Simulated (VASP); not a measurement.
# Al5InAs6 in VASP: notebook, part 2 of 2

VASP 6.6.1. Earlier steps stand in the parts before.

## (3) Single point, PBE

This run uses another cell than the first one, of the same volume but with other edges.

INCAR

```
SYSTEM = Al5InAs6
PREC = Accurate
ENCUT = 520
EDIFF = 1E-6
ISMEAR = 0
SIGMA = 0.1
LREAL = .FALSE.
LASPH = .TRUE.
NELM = 60
ALGO = Normal
ISIF = 2
LWAVE = .FALSE.
LCHARG = .FALSE.
GGA = PE
NBANDS = 41
```

KPOINTS

```
regular mesh
0
G
  3 3 3
  0 0 0
```

POSCAR

```
Al5InAs6
1.0
   -3.5430338920      6.1367147139     -0.0000000152
   -7.0860677840      0.0000000000      0.0000000000
   -3.5430338920      2.0455715880      6.7260116949
Al In As
5 1 6
Direct
    0.1664950000      0.8376430000      0.4998450000
    0.8376430000      0.4960170000      0.4998450000
    0.4960170000      0.1664950000      0.4998450000
    0.9985000000      0.9985000000      0.0045000000
    0.3357260000      0.3357260000      0.9928220000
    0.6666240000      0.6666240000      0.0001280000
    0.2728050000      0.9766920000      0.1303800000
    0.9766920000      0.6201230000      0.1303800000
    0.6201230000      0.2728050000      0.1303800000
    0.1225090000      0.1225090000      0.6324730000
    0.7976010000      0.7976010000      0.6071970000
    0.4602640000      0.4602640000      0.6192080000
```

Potentials or basis: VASP PAW PBE potentials, release 64 (Al, In_d, As).

The run is started by

```bash
$ cat potpaw_PBE.64/Al/POTCAR potpaw_PBE.64/In_d/POTCAR potpaw_PBE.64/As/POTCAR > POTCAR
$ mpirun -np 1 vasp_std > vasp.out
```

OUTCAR:

```text
SYSTEM = Al5InAs6
   PREC = Accurate
   ENCUT = 520
   EDIFF = 1E-6
   ISMEAR = 0
   LREAL = .FALSE.
   LASPH = .TRUE.
   NELM = 60
   ISIF = 2
   GGA = PE

 ion  position               nearest neighbor table
   1  0.166  0.838  0.500-  11 2.48   7 2.49  10 2.50  12 2.51
   2  0.838  0.496  0.500-  11 2.48   8 2.49  10 2.50  12 2.51
   3  0.496  0.166  0.500-  11 2.48   9 2.49  10 2.50  12 2.51
   4  0.998  0.998  0.005-   8 2.47   9 2.47   7 2.47  10 2.50
   5  0.336  0.336  0.993-   7 2.46   8 2.46   9 2.46  12 2.51
   6  0.667  0.667  0.000-  11 2.64   9 2.64   7 2.64   8 2.64
   7  0.273  0.977  0.130-   5 2.46   4 2.47   1 2.49   6 2.64
   8  0.977  0.620  0.130-   5 2.46   4 2.47   2 2.49   6 2.64
   9  0.620  0.273  0.130-   5 2.46   4 2.47   3 2.49   6 2.64
  10  0.123  0.123  0.632-   1 2.50   3 2.50   2 2.50   4 2.50
  11  0.798  0.798  0.607-   2 2.48   1 2.48   3 2.48   6 2.64
  12  0.460  0.460  0.619-   3 2.51   2 2.51   1 2.51   5 2.51

  LATTYP: Found a trigonal (rhomboedric) cell.
 ALAT       =     7.8725272690
 COS(alpha) =     0.5949093102

  Lattice vectors:

 A1 = (  -0.0000000000,  -4.0911431259,   6.7260117101)
 A2 = (   3.5430338920,   2.0455715880,   6.7260116949)
 A3 = (  -3.5430338920,   2.0455715880,   6.7260116949)

Analysis of symmetry for initial positions (statically):
=====================================================================
 Subroutine PRICEL returns:
 Original cell was already a primitive cell.

 Routine SETGRP: Setting up the symmetry group for a
 trigonal (rhombohedral) supercell.

 Subroutine GETGRP returns: Found  3 space group operations
 (whereof  3 operations were pure point group operations)
 out of a pool of 12 trial point group operations.

The static configuration has the point symmetry C_3 .

Analysis of symmetry for dynamics (positions and initial velocities):
=====================================================================
 Subroutine PRICEL returns:
 Original cell was already a primitive cell.

 Routine SETGRP: Setting up the symmetry group for a
[... 140 lines left out ...]
  energy-cutoff  :      520.00
  volume of cell :      292.48
 maximum number of plane-waves:      7893
 NGX is ok and might be reduce to    54

 number of electron      58.0000002 magnetization

 Free energy of the ion-electron system (eV)
  ---------------------------------------------------
  ext. energy  EPLUGINS =         0.00000000
  ---------------------------------------------------
  free energy    TOTEN  =       -54.48544686 eV

  energy without entropy =      -54.48544686  energy(sigma->0) =      -54.48544686

 E-fermi :   4.2361     XC(G=0):  -8.9087

 val. band max:        3.7888599440   @ k =   0.0000   0.0000   0.0000
 cond. band min:       5.1340937585   @ k =   0.0000   0.0000   0.0000
 fundamental gap:      1.3452338145
 Fermi energy:         4.2361095038

 k-point     1 :       0.0000    0.0000    0.0000
  band No.  band energies     occupation
      1     -10.3456      2.00000
      2     -10.3420      2.00000
      3     -10.3420      2.00000
      4     -10.2227      2.00000
      5     -10.2227      2.00000
      6      -7.9671      2.00000
[... 253 lines left out ...]
     40       8.2815      0.00000
     41       8.3667      0.00000

------------------------ aborting loop because EDIFF is reached ----------------------------------------

  FORCE on cell =-STRESS in cart. coord.  units (eV):
  Direction    XX          YY          ZZ          XY          YZ          ZX
  --------------------------------------------------------------------------------------
  -------------------------------------------------------------------------------------
  Total        0.1635842      0.1635842      0.1758457     -0.0000000      0.0000000     -0.0000000
  in kB        0.8960931      0.8960931      0.9632601     -0.0000001      0.0000000     -0.0000000
  external PRESSURE =       0.9184821 kB  Pullay stress =       0.0000000 kB

 VOLUME and BASIS-vectors are now :
 -----------------------------------------------------------------------------
  energy-cutoff  :      520.00
  volume of cell :      292.48
      direct lattice vectors                 reciprocal lattice vectors
    -3.543033892  6.136714714 -0.000000015     0.000000000  0.162953640 -0.049558840
    -7.086067784  0.000000000  0.000000000    -0.141121992 -0.081476820 -0.049558839
    -3.543033892  2.045571588  6.726011695     0.000000000  0.000000000  0.148676518

 POSITION                                       TOTAL-FORCE (eV/Angst)
 -----------------------------------------------------------------------------------
     -8.29646      2.04420      3.36196        -0.000781      0.001041     -0.001140
     -8.25358      6.16284      3.36196         0.001293      0.000156     -0.001140
     -4.70817      4.06638      3.36196        -0.000511     -0.001197     -0.001140
    -10.62910      6.13671      0.03027        -0.000000      0.000000      0.001080
     -7.08607      4.09114      6.67773        -0.000000     -0.000000     -0.004994
     -7.08607      4.09114      0.00086         0.000000     -0.000000     -0.002961
     -8.34940      1.94083      0.87694        -0.001068     -0.001989      0.002752
     -8.31663      6.26038      0.87694        -0.001189      0.001920      0.002752
     -4.59217      4.07222      0.87694         0.002257      0.000070      0.002752
     -3.54303      2.04557      4.25402         0.000000      0.000000      0.001439
    -10.62910      6.13671      4.08401         0.000000      0.000000      0.000995
     -7.08607      4.09114      4.16480        -0.000000     -0.000000     -0.000394
 -----------------------------------------------------------------------------------
    total drift:                                0.000002     -0.000003      0.000075

  FREE ENERGIE OF THE ION-ELECTRON SYSTEM (eV)
  ---------------------------------------------------
  free  energy   TOTEN  =       -54.4854468630 eV

  energy  without entropy=      -54.4854468630  energy(sigma->0) =      -54.48544686
```

Run time: 87 s. Hardware: 1 thread of Intel Xeon Platinum 8488C (Sapphire Rapids), shared host; peak memory 0.43 GiB.

Results:

- Free energy: -54.4854 eV
- Pressure: 0.1 GPa
- Largest force: 0.005 eV/Å
- Band gap on the k mesh: 1.35 eV

Forces in eV/Å, atoms in the order of the input:
```
Al  -0.001  0.001 -0.001
Al   0.001  0.000 -0.001
Al  -0.001 -0.001 -0.001
Al   0.000  0.000  0.001
Al   0.000  0.000 -0.005
In   0.000  0.000 -0.003
As  -0.001 -0.002  0.003
As  -0.001  0.002  0.003
As   0.002  0.000  0.003
As   0.000  0.000  0.001
As   0.000  0.000  0.001
As   0.000  0.000  0.000
```

Levels at points of the mesh, in eV from the valence-band top:
| k point | band 27 | band 28 | band 29 | band 30 | band 31 | band 32 |
| --- | --- | --- | --- | --- | --- | --- |
| (0.00, 0.00, 0.00) | -0.15 | 0.00 | 0.00 | 1.35 | 1.45 | 3.00 |

Caveat: spin-orbit coupling is left out, which moves the levels of the heavy elements. A k mesh can miss the band edges.

## (4) Single point, PBE

This run uses another cell than the first one, of the same volume but with other edges.

INCAR

```
SYSTEM = Al5InAs6
  PREC = Accurate
  ENCUT = 520
  EDIFF = 1E-6
  ISMEAR = 0
  SIGMA = 0.1
  LREAL = .False.
  LASPH = .True.
  NELM = 100
  ALGO = Normal
  ISIF = 2
  LWAVE = .False.
  LCHARG = .False.
  GGA = PE
  NBANDS = 41
```

KPOINTS

```
regular mesh
0
Gamma
  3 3 3
  0 0 0
```

POSCAR

```
Al5InAs6
1.0
   -3.5425909721      6.1355330388      0.0014947994
   -7.0847921783      0.0002058255      0.0002332222
   -3.5426878385      2.0467626897      6.7256695218
Al In As
5 1 6
Direct
    0.1665307285      0.8376963364      0.4998097627
    0.8377921498      0.4958180973      0.4998697976
    0.4959231842      0.1664493531      0.4998482558
    0.9984054106      0.9984483802      0.0048404158
    0.3358327097      0.3358838206      0.9924971569
    0.6667148208      0.6666965693      0.0000068166
    0.2727355521      0.9768987907      0.1304092536
    0.9767892188      0.6200667797      0.1304494659
    0.6199372879      0.2728195851      0.1304307262
    0.1223933448      0.1223388225      0.6327643502
    0.7976156181      0.7975899670      0.6070815482
    0.4603289747      0.4602924980      0.6189954505
```

Potentials or basis: VASP PAW PBE potentials, release 64 (Al, In_d, As).

The run is started by

```bash
$ cat potpaw_PBE.64/Al/POTCAR potpaw_PBE.64/In_d/POTCAR potpaw_PBE.64/As/POTCAR > POTCAR
$ mpirun -np 1 vasp_std > vasp.out
```

OUTCAR:

```text
SYSTEM = Al5InAs6
   PREC = Accurate
   ENCUT = 520
   EDIFF = 1E-6
   ISMEAR = 0
   LREAL = .False.
   LASPH = .True.
   NELM = 100
   ISIF = 2
   GGA = PE

 ion  position               nearest neighbor table
   1  0.167  0.838  0.500-  11 2.48   7 2.49  10 2.50  12 2.51
   2  0.838  0.496  0.500-  11 2.48   8 2.49  10 2.50  12 2.51
   3  0.496  0.166  0.500-  11 2.48   9 2.49  10 2.50  12 2.51
   4  0.998  0.998  0.005-   9 2.46   8 2.46   7 2.46  10 2.50
   5  0.336  0.336  0.992-   7 2.46   8 2.46   9 2.46  12 2.51
   6  0.667  0.667  0.000-  11 2.64   7 2.64   8 2.64   9 2.64
   7  0.273  0.977  0.130-   5 2.46   4 2.46   1 2.49   6 2.64
   8  0.977  0.620  0.130-   5 2.46   4 2.46   2 2.49   6 2.64
   9  0.620  0.273  0.130-   5 2.46   4 2.46   3 2.49   6 2.64
  10  0.122  0.122  0.633-   2 2.50   1 2.50   3 2.50   4 2.50
[... 835 lines left out ...]
  volume of cell :      292.33
      direct lattice vectors                 reciprocal lattice vectors
    -3.542590972  6.135533039  0.001494799     0.000003103  0.162998900 -0.049602359
    -7.084792178  0.000205826  0.000233222    -0.141151399 -0.081487232 -0.049551992
    -3.542687839  2.046762690  6.725669522     0.000004894 -0.000033401  0.148696825

 POSITION                                       TOTAL-FORCE (eV/Angst)
 -----------------------------------------------------------------------------------
     -8.29552      2.04492      3.36200        -0.000781     -0.000048      0.000551
     -8.25161      6.16352      3.36333         0.000751     -0.000529     -0.000670
     -4.70692      4.06586      3.36259         0.000018     -0.001998     -0.000177
    -10.62789      6.13586      0.03428         0.001046     -0.000699     -0.004535
     -7.08549      4.09199      6.67579        -0.000384     -0.000000      0.000598
     -7.08533      4.09080      0.00120         0.000565     -0.000174      0.003322
     -8.34931      1.94050      0.87773         0.002133      0.003499     -0.000197
     -8.31555      6.26025      0.87896         0.002763     -0.002753     -0.001007
     -4.59113      4.07066      0.87822        -0.004138      0.000360     -0.000812
     -3.54202      2.04609      4.25598        -0.001127      0.001075      0.000021
    -10.62709      6.13651      4.08441        -0.000771      0.001404      0.002090
     -7.08474      4.09140      4.16395        -0.000077     -0.000137      0.000817
 -----------------------------------------------------------------------------------
    total drift:                               -0.000001     -0.000024      0.000162

  FREE ENERGIE OF THE ION-ELECTRON SYSTEM (eV)
  ---------------------------------------------------
  free  energy   TOTEN  =       -54.4853258250 eV

  energy  without entropy=      -54.4853258250  energy(sigma->0) =      -54.48532582
```

OSZICAR:

```text
N       E                     dE             d eps       ncg     rms          rms(c)
DAV:   1     0.313390709286E+03    0.31339E+03   -0.21976E+04  1148   0.121E+03
DAV:   2    -0.156626430582E+02   -0.32905E+03   -0.30855E+03  1272   0.251E+02
DAV:   3    -0.543713869262E+02   -0.38709E+02   -0.38149E+02  1470   0.916E+01
DAV:   4    -0.558424270140E+02   -0.14710E+01   -0.14662E+01  1456   0.196E+01
DAV:   5    -0.559042839991E+02   -0.61857E-01   -0.61845E-01  1760   0.414E+00    0.831E+00
DAV:   6    -0.546518769712E+02    0.12524E+01   -0.20947E+00  1776   0.107E+01    0.500E+00
DAV:   7    -0.544822349337E+02    0.16964E+00   -0.11853E+00  1632   0.410E+00    0.153E+00
DAV:   8    -0.544800328863E+02    0.22020E-02   -0.82178E-02  1591   0.185E+00    0.926E-01
DAV:   9    -0.544849182288E+02   -0.48853E-02   -0.10543E-02  1472   0.752E-01    0.162E-01
DAV:  10    -0.544849473882E+02   -0.29159E-04   -0.16779E-03  1686   0.311E-01    0.115E-01
DAV:  11    -0.544853096026E+02   -0.36221E-03   -0.73820E-04  1400   0.145E-01    0.693E-02
DAV:  12    -0.544853175974E+02   -0.79948E-05   -0.37968E-05  1520   0.275E-02    0.392E-02
DAV:  13    -0.544853236605E+02   -0.60631E-05   -0.10533E-05  1368   0.135E-02    0.138E-02
DAV:  14    -0.544853252092E+02   -0.15487E-05   -0.39100E-06  1336   0.132E-02    0.383E-03
DAV:  15    -0.544853258250E+02   -0.61585E-06   -0.41759E-07   976   0.319E-03
   1 F= -.54485326E+02 E0= -.54485326E+02  d E =-.840431E-11
```

stdout:

```text
POSCAR found type information on POSCAR AlInAs
 POSCAR found :  3 types and      12 ions
 scaLAPACK will be used
 -----------------------------------------------------------------------------
|                                                                             |
|           W    W    AA    RRRRR   N    N  II  N    N   GGGG   !!!           |
|           W    W   A  A   R    R  NN   N  II  NN   N  G    G  !!!           |
[... 18 lines left out ...]
 -----------------------------------------------------------------------------

 LDA part: xc-table for (Slater+PW92), standard interpolation
 POSCAR, INCAR and KPOINTS ok, starting setup
 FFT: planning ... GRIDC
 FFT: planning ... GRID_SOFT
 FFT: planning ... GRID
 WAVECAR not read
 entering main loop
```

It took 3 min on 1 thread of Intel Xeon Platinum 8488C (Sapphire Rapids), shared host; peak memory 0.5 GiB.

What came out:

* Free energy: -54.4853 eV
* Pressure: 0.1 GPa
* Largest force: 0.005 eV/Å
* Band gap on the k mesh: 1.35 eV

Forces on the atoms (eV/Å):
```
Al  -0.001  0.000  0.001
Al   0.001 -0.001 -0.001
Al   0.000 -0.002  0.000
Al   0.001 -0.001 -0.005
Al   0.000  0.000  0.001
In   0.001  0.000  0.003
As   0.002  0.003  0.000
As   0.003 -0.003 -0.001
As  -0.004  0.000 -0.001
As  -0.001  0.001  0.000
As  -0.001  0.001  0.002
As   0.000  0.000  0.001
```

Caveat: spin-orbit coupling is left out, which moves the levels of the heavy elements.

## (5) Single point, PBE

INCAR

```
ALGO     = Normal         # electronic algorithm
EDIFF    = 1E-6           # SCF threshold, eV
ENCUT    = 520            # plane-wave cutoff, eV
GGA      = PE             # functional
ISIF     = 2              # what is computed and relaxed
ISMEAR   = 0              # smearing method
LASPH    = T              # aspherical terms in the spheres
LCHARG   = F              # write CHGCAR
LREAL    = F              # projectors in reciprocal space
LWAVE    = F              # write WAVECAR
NBANDS   = 41             # bands
NELM     = 60             # most SCF steps
PREC     = Accurate       # precision mode
SIGMA    = 0.02           # smearing width, eV
```

KPOINTS

```
k-points
0
Gamma
  6 6 6
```

POSCAR

```
Al5InAs6
1.0
    3.5430338920      2.0455715880      6.7260116949
   -3.5430338920      2.0455715880      6.7260116949
    0.0000000000     -4.0911431259      6.7260117101
Al In As
5 1 6
Direct
    0.1623570000      0.5039830000      0.8335050000
    0.5039830000      0.8335050000      0.1623570000
    0.8335050000      0.1623570000      0.5039830000
    0.0015000000      0.0015000000      0.0015000000
    0.6642740000      0.6642740000      0.6642740000
    0.3333760000      0.3333760000      0.3333760000
    0.0233080000      0.3798770000      0.7271950000
    0.3798770000      0.7271950000      0.0233080000
    0.7271950000      0.0233080000      0.3798770000
    0.8774910000      0.8774910000      0.8774910000
    0.2023990000      0.2023990000      0.2023990000
    0.5397360000      0.5397360000      0.5397360000
```

The run is started by

```bash
$ cat potpaw_PBE.64/Al/POTCAR potpaw_PBE.64/In_d/POTCAR potpaw_PBE.64/As/POTCAR > POTCAR
$ mpirun -np 1 vasp_std > vasp.out
```

Wall time 7.6 min (1 thread of Intel Xeon Platinum 8488C (Sapphire Rapids), shared host); peak memory 0.76 GiB.

Results (log left out):

| Quantity | Value |
| --- | --- |
| Free energy | -54.5150 eV |
| Pressure | 0.1 GPa |
| Largest force | 0.006 eV/Å |
| Band gap on the k mesh | 1.35 eV |

Forces in eV/Å, atoms in the order of the input:
```
Al  -0.001  0.001  0.000
Al   0.001  0.001  0.000
Al   0.000 -0.001  0.000
Al   0.000  0.000  0.000
Al   0.000  0.000 -0.006
In   0.000  0.000  0.000
As   0.003  0.004  0.000
As   0.002 -0.004  0.000
As  -0.005  0.000  0.000
As   0.000  0.000  0.001
As   0.000  0.000  0.005
As   0.000  0.000  0.002
```

Levels at points of the mesh, in eV from the valence-band top:
| k point | band 25 | band 26 | band 27 | band 28 | band 29 | band 30 | band 31 | band 32 | band 33 | band 34 |
| --- | --- | --- | --- | --- | --- | --- | --- | --- | --- | --- |
| (0.00, 0.00, 0.00) | -0.97 | -0.97 | -0.15 | 0.00 | 0.00 | 1.35 | 1.45 | 3.00 | 3.02 | 3.02 |
| (0.50, 0.00, 0.00) | -1.53 | -1.15 | -1.08 | -0.96 | -0.70 | 1.69 | 1.87 | 2.81 | 2.85 | 2.94 |
| (0.50, 0.50, 0.00) | -1.43 | -1.41 | -1.19 | -1.01 | -0.82 | 1.67 | 2.63 | 2.70 | 2.80 | 3.46 |
| (0.50, 0.50, 0.50) | -2.10 | -0.67 | -0.67 | -0.40 | -0.40 | 2.11 | 2.22 | 2.60 | 2.60 | 4.09 |

Caveat: spin-orbit coupling is left out, which moves the levels of the heavy elements. A k mesh can miss the band edges.

## (6) Overview

```csv
cell,k mesh,smearing,gap on the mesh (eV),pressure (GPa)
"a = 7.873 Å, angles 53.5°, 12 atoms, atomic positions A",3 × 3 × 3,gaussian 0.1 eV,1.35,0.1
"a = 7.086, b = 7.086, c = 7.873 Å, angles 63.3, 63.3, 60.0°, 12 atoms, atomic positions A",3 × 3 × 3,gaussian 0.1 eV,1.35,0.1
"a = 7.085, b = 7.085, c = 7.872 Å, angles 63.3, 63.2, 60.0°, 12 atoms, atomic positions B",3 × 3 × 3,gaussian 0.1 eV,1.35,0.1
"a = 7.873 Å, angles 53.5°, 12 atoms, atomic positions A",6 × 6 × 6,gaussian 0.02 eV,1.35,0.1
```

Alike in all rows: task single point; level PBE; potentials or basis VASP PAW PBE potentials, release 64 (Al, In_d, As); no spin polarisation; cutoff (eV) 520.

Caveats: spin-orbit coupling is left out, which moves the levels of the heavy elements.

Absolute energies hang on the potentials; compare differences alone.
